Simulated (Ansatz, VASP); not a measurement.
# Two plane-wave programs on Sr

```
CELL_PARAMETERS angstrom
-2.30351 2.30351 2.30351
2.30351 -2.30351 2.30351
2.30351 2.30351 -2.30351
ATOMIC_POSITIONS crystal
Sr 0.00000 0.00000 0.00000
```

Alike in both runs: task single point; functional BLYP; k mesh 11 × 11 × 11; occupations fermi-dirac, width 0.1 eV; no spin polarisation.

|  | VASP | Ansatz |
| --- | --- | --- |
| version | VASP 6.6.1 | Ansatz 0.2.0 |
| potentials or method | VASP PAW PBE potentials, release 64 (Sr_sv), cutoff 520 eV | plane waves (420 eV) with PAW, scalar-relativistic |
| valence electrons in the cell | 10 | 10 |

|  | VASP | Ansatz | Ansatz less VASP |
| --- | --- | --- | --- |
| pressure (GPa) | 1.7 | 1.7 | 0.00 |

VASP's potentials were made for PBE, not for BLYP. The functional is the same, so the differences come from potentials, cutoffs and numerics.
